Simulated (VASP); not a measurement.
# NaYHg2F6 (Fm-3m) in VASP: single point with r2SCAN

Aim: the single point of NaYHg2F6 with r2SCAN.

All numbers are computed with VASP 6.6.1; they aren't measurements. Logs are shortened: lines on timing, memory, paths and dates and some standing lists are left out, and cuts for length are marked.

## Step 1: The cell of the first run

The structure is cubic, space group Fm-3m (No. 225). Conventional cell: a = 8.354 Å, b = 8.354 Å, c = 8.354 Å, α = 90.00°, β = 90.00°, γ = 90.00°. F (site symmetry 4mm) has 1 Y at 2.04 Å and 1 Na at 2.14 Å within 2.7 Å. Na (site symmetry m-3m) has 6 F at 2.14 Å within 2.8 Å. Y (site symmetry m-3m) has 6 F at 2.04 Å within 2.7 Å. Within 3.9 Å of Hg (site symmetry -43m) lie 12 F at 2.95 Å and 4 Na at 3.62 Å and 4 Y at 3.62 Å.

## Step 2: Single point, r2SCAN

Contents of POSCAR:

```
NaYHg2F6
1.0
    0.0000000000      4.1771700000      4.1771700000
    4.1771700000      0.0000000000      4.1771700000
    4.1771700000      4.1771700000      0.0000000000
F Na Y Hg
6 1 1 2
Direct
    0.7560000000      0.2440000000      0.2440000000
    0.2440000000      0.7560000000      0.2440000000
    0.2440000000      0.7560000000      0.7560000000
    0.7560000000      0.2440000000      0.7560000000
    0.2440000000      0.2440000000      0.7560000000
    0.7560000000      0.7560000000      0.2440000000
    0.5000000000      0.5000000000      0.5000000000
    0.0000000000      0.0000000000      0.0000000000
    0.2500000000      0.2500000000      0.2500000000
    0.7500000000      0.7500000000      0.7500000000
```

Contents of INCAR.step1:

```
PREC = Accurate ; ENCUT = 660
ISMEAR = 1 ; SIGMA = 0.0485
LREAL = False ; LASPH = True
NELM = 120 ; NBANDS = 53
GGA = PE ; ALGO = Normal
EDIFF = 1E-5 ; LWAVE = True
LCHARG = False ; GGA_COMPAT = False
```

Contents of INCAR.step2:

```
PREC = Accurate ; ENCUT = 660
EDIFF = 1E-6 ; ISMEAR = 1
SIGMA = 0.0485 ; LREAL = False
LASPH = True ; NELM = 120
ALGO = Normal ; ISIF = 2
LWAVE = False ; LCHARG = False
METAGGA = R2SCAN ; LMIXTAU = True
NBANDS = 53 ; ISTART = 1
GGA_COMPAT = False
```

Contents of KPOINTS:

```
Automatic mesh
0
Gamma
  5 5 5
```

Potentials or basis: VASP PAW PBE potentials, release 64 (F, Na_pv, Y_sv, Hg).

On the command line:

```
> cat potpaw_PBE.64/F/POTCAR potpaw_PBE.64/Na_pv/POTCAR potpaw_PBE.64/Y_sv/POTCAR potpaw_PBE.64/Hg/POTCAR > POTCAR
> cp INCAR.step1 INCAR
> mpirun -np 1 vasp_std > vasp.out
> cp INCAR.step2 INCAR
> mpirun -np 1 vasp_std > vasp.out
```

OUTCAR:

```text
PREC = Accurate
   ENCUT = 660
   EDIFF = 1E-6
   ISMEAR = 1
   LREAL = False
   LASPH = True
   NELM = 120
   ISIF = 2
   METAGGA = R2SCAN
   ISTART = 1

 ion  position               nearest neighbor table
   1  0.756  0.244  0.244-   8 2.04   7 2.14
   2  0.244  0.756  0.244-   8 2.04   7 2.14
   3  0.244  0.756  0.756-   8 2.04   7 2.14
   4  0.756  0.244  0.756-   8 2.04   7 2.14
   5  0.244  0.244  0.756-   8 2.04   7 2.14
   6  0.756  0.756  0.244-   8 2.04   7 2.14
   7  0.500  0.500  0.500-   1 2.14   2 2.14   3 2.14   4 2.14   5 2.14   6 2.14
   8  0.000  0.000  0.000-   1 2.04   2 2.04   3 2.04   4 2.04   5 2.04   6 2.04  10 3.62  10 3.62
                            10 3.62   9 3.62  10 3.62   9 3.62   9 3.62   9 3.62
   9  0.250  0.250  0.250-   8 3.62   8 3.62   8 3.62   8 3.62
  10  0.750  0.750  0.750-   8 3.62   8 3.62   8 3.62   8 3.62

  LATTYP: Found a face centered cubic cell.
 ALAT       =     8.3543400000

  Lattice vectors:

 A1 = (   0.0000000000,   4.1771700000,   4.1771700000)
 A2 = (   4.1771700000,   0.0000000000,   4.1771700000)
 A3 = (   4.1771700000,   4.1771700000,   0.0000000000)

Analysis of symmetry for initial positions (statically):
=====================================================================
 Subroutine PRICEL returns:
 Original cell was already a primitive cell.

 Routine SETGRP: Setting up the symmetry group for a
 face centered cubic supercell.

 Subroutine GETGRP returns: Found 48 space group operations
 (whereof 48 operations were pure point group operations)
 out of a pool of 48 trial point group operations.

The static configuration has the point symmetry O_h .

Analysis of symmetry for dynamics (positions and initial velocities):
=====================================================================
 Subroutine PRICEL returns:
 Original cell was already a primitive cell.

 Routine SETGRP: Setting up the symmetry group for a
 face centered cubic supercell.

 Subroutine GETGRP returns: Found 48 space group operations
 (whereof 48 operations were pure point group operations)
 out of a pool of 48 trial point group operations.

The dynamic configuration has the point symmetry O_h .

 Subroutine INISYM returns: Found 48 space group operations
 (whereof 48 operations are pure point group operations),
 and found     1 'primitive' translations

[... 100 lines left out ...]
   NFREE  =      0    steps in history (QN), initial steepest desc. (CG)
   ISIF   =      2    stress and relaxation
   ISYM   =      2    0-nonsym 1-usesym 2-fastsym
   POTIM  = 0.5000    time-step for ionic-motion
   TEBEG  =    0.0;   TEEND  =   0.0 temperature during run
   PSTRESS=    0.0 pullay stress
   NELECT =      84.0000    total number of electrons
   NUPDOWN=      -1.0000    fix difference up-down
   EMIN   =  10.00;   EMAX   =-10.00  energy-range for DOS
   EFERMI =   0.00;   METHOD = LEGACY
   ISMEAR =     1;   SIGMA  =   0.05  broadening in eV -4-tet -1-fermi 0-gaus
   EFERMI_NEDOS =   21; number of points for ismear=-14 and -15
   IALGO  =     38    algorithm
   IMIX   =      4    mixing-type and parameters
     AMIX     =   0.40;   BMIX     =  1.00
     AMIX_MAG =   1.60;   BMIX_MAG =  1.00
  volume/ion in A,a.u.               =      14.58        98.37
  Fermi-wavevector in a.u.,A,eV,Ry     =   1.362309  2.574392 25.250877  1.855887
  Thomas-Fermi vector in A             =   2.488810
   LORBIT       =      0    0 simple, 1 ext, 2 COOP (PROOUT), +10 PAW based schemes
   METAGGA = R2SCAN    functional components
   LHFCALC =     F    Hartree Fock is set to
   AEXX    =    0.0000 exact exchange contribution
   IVDW    =     0    specifies the selected vdW correction
   LEPSILON=     F    determine dielectric tensor
   LRPA    =     F    only Hartree local field effects (RPA)
 non-spin polarized calculation
 Methfessel and Paxton  Order N= 1 SIGMA  =   0.05
  energy-cutoff  :      660.00
  volume of cell :      145.77
 maximum number of plane-waves:      5654
 NGX is ok and might be reduce to    50
   NGX = 25   NGY = 25   NGZ = 25

 number of electron      84.0000044 magnetization

 Free energy of the ion-electron system (eV)
  ---------------------------------------------------
  ext. energy  EPLUGINS =         0.00000000
  ---------------------------------------------------
  free energy    TOTEN  =      -166.40458630 eV

  energy without entropy =     -166.40574713  energy(sigma->0) =     -166.40497324

 E-fermi :   0.3908     XC(G=0): -10.5981

 val. band max:        0.3769785553   @ k =   0.4000   0.0000   0.0000
 cond. band min:       0.4127976289   @ k =  -0.4000   0.4000   0.2000
 fundamental gap:      0.0358190735
 Fermi energy:         0.3907876866

 k-point     1 :       0.0000    0.0000    0.0000
  band No.  band energies     occupation
      1     -40.2905      2.00000
      2     -24.1237      2.00000
      3     -24.1237      2.00000
      4     -24.1237      2.00000
      5     -23.2836      2.00000
      6     -23.2129      2.00000
[... 549 lines left out ...]
     52      10.0865      0.00000
     53      11.9594      0.00000

------------------------ aborting loop because EDIFF is reached ----------------------------------------

  FORCE on cell =-STRESS in cart. coord.  units (eV):
  Direction    XX          YY          ZZ          XY          YZ          ZX
  --------------------------------------------------------------------------------------
  -------------------------------------------------------------------------------------
  Total       10.2342761     10.2342761     10.2342761     -0.0000000      0.0000000      0.0000000
  in kB      112.4841325    112.4841325    112.4841325     -0.0000000      0.0000000      0.0000000
  external PRESSURE =     112.4841325 kB  Pullay stress =       0.0000000 kB

 VOLUME and BASIS-vectors are now :
 -----------------------------------------------------------------------------
  energy-cutoff  :      660.00
  volume of cell :      145.77
      direct lattice vectors                 reciprocal lattice vectors
     0.000000000  4.177170000  4.177170000    -0.119698265  0.119698265  0.119698265
     4.177170000  0.000000000  4.177170000     0.119698265 -0.119698265  0.119698265
     4.177170000  4.177170000  0.000000000     0.119698265  0.119698265 -0.119698265

 POSITION                                       TOTAL-FORCE (eV/Angst)
 -----------------------------------------------------------------------------------
      2.03846      4.17717      4.17717         2.013104      0.000000      0.000000
      4.17717      2.03846      4.17717         0.000000      2.013104      0.000000
      6.31588      4.17717      4.17717        -2.013104      0.000000      0.000000
      4.17717      6.31588      4.17717         0.000000     -2.013104      0.000000
      4.17717      4.17717      2.03846         0.000000      0.000000      2.013104
      4.17717      4.17717      6.31588         0.000000      0.000000     -2.013104
      4.17717      4.17717      4.17717         0.000000      0.000000      0.000000
      0.00000      0.00000      0.00000         0.000000      0.000000      0.000000
      2.08859      2.08859      2.08859        -0.000000     -0.000000     -0.000000
      6.26576      6.26576      6.26576        -0.000000     -0.000000      0.000000
 -----------------------------------------------------------------------------------
    total drift:                                0.000000      0.000000      0.000000

  FREE ENERGIE OF THE ION-ELECTRON SYSTEM (eV)
  ---------------------------------------------------
  free  energy   TOTEN  =      -166.4045862971 eV

  energy  without entropy=     -166.4057471268  energy(sigma->0) =     -166.40497324
```

OSZICAR.step1:

```text
N       E                     dE             d eps       ncg     rms          rms(c)
DAV:   1     0.101206615521E+04    0.10121E+04   -0.50878E+04  1060   0.200E+03
DAV:   2     0.618362347208E+02   -0.95023E+03   -0.90239E+03  1132   0.499E+02
DAV:   3    -0.459836365914E+02   -0.10782E+03   -0.10606E+03  1126   0.176E+02
DAV:   4    -0.503913321944E+02   -0.44077E+01   -0.43894E+01  1507   0.338E+01
DAV:   5    -0.504840219929E+02   -0.92690E-01   -0.92623E-01  1459   0.396E+00    0.610E+01
DAV:   6    -0.422513285632E+02    0.82327E+01   -0.29069E+01  1250   0.307E+01    0.466E+01
DAV:   7    -0.420097395412E+02    0.24159E+00   -0.23723E+00  1326   0.886E+00    0.222E+01
DAV:   8    -0.419310916385E+02    0.78648E-01   -0.33252E-01  1297   0.436E+00    0.178E+00
DAV:   9    -0.419317332754E+02   -0.64164E-03   -0.66422E-02  1286   0.148E+00    0.662E-01
DAV:  10    -0.419319130661E+02   -0.17979E-03   -0.18922E-03  1513   0.187E-01    0.703E-01
DAV:  11    -0.419328078594E+02   -0.89479E-03   -0.74021E-04  1230   0.172E-01    0.364E-01
DAV:  12    -0.419326253655E+02    0.18249E-03   -0.11052E-03  1559   0.266E-01    0.251E-01
DAV:  13    -0.419326180449E+02    0.73206E-05   -0.17394E-04  1256   0.684E-02    0.212E-01
DAV:  14    -0.419325772623E+02    0.40783E-04   -0.30318E-05  1238   0.467E-02    0.157E-01
DAV:  15    -0.419325283682E+02    0.48894E-04   -0.16573E-04  1536   0.976E-02    0.265E-02
DAV:  16    -0.419325299691E+02   -0.16010E-05   -0.24349E-05   953   0.243E-02
   1 F= -.41932530E+02 E0= -.41933434E+02  d E =0.271107E-02
```

Run time: 21 min. Hardware: 1 thread of Intel Xeon 8259CL, shared host; peak memory 0.47 GiB.

What came out:

| Item | Value |
| --- | --- |
| Free energy | -166.4046 eV |
| Pressure | 11.2 GPa |
| Largest force | 2.013 eV/Å |
| Band gap on the k mesh | zero (bands 42 and 43 overlap by 0.76 eV) |

Forces in eV/Å, atoms in the order of the input:
```
F    2.013  0.000  0.000
F    0.000  2.013  0.000
F   -2.013  0.000  0.000
F    0.000 -2.013  0.000
F    0.000  0.000  2.013
F    0.000  0.000 -2.013
Na   0.000  0.000  0.000
Y    0.000  0.000  0.000
Hg   0.000  0.000  0.000
Hg   0.000  0.000  0.000
```

Levels at points of the mesh, in eV from the Fermi level:
```
           k point  band 40  band 41  band 42  band 43  band 44  band 45
(0.00, 0.00, 0.00)    -3.05    -3.05    -2.15    -0.61     6.97     6.97
```

Caveat: the cell stands under pressure; the PAW data sets were made with another functional, which shifts forces and pressure a little; spin-orbit coupling is left out, which moves the levels of the heavy elements.
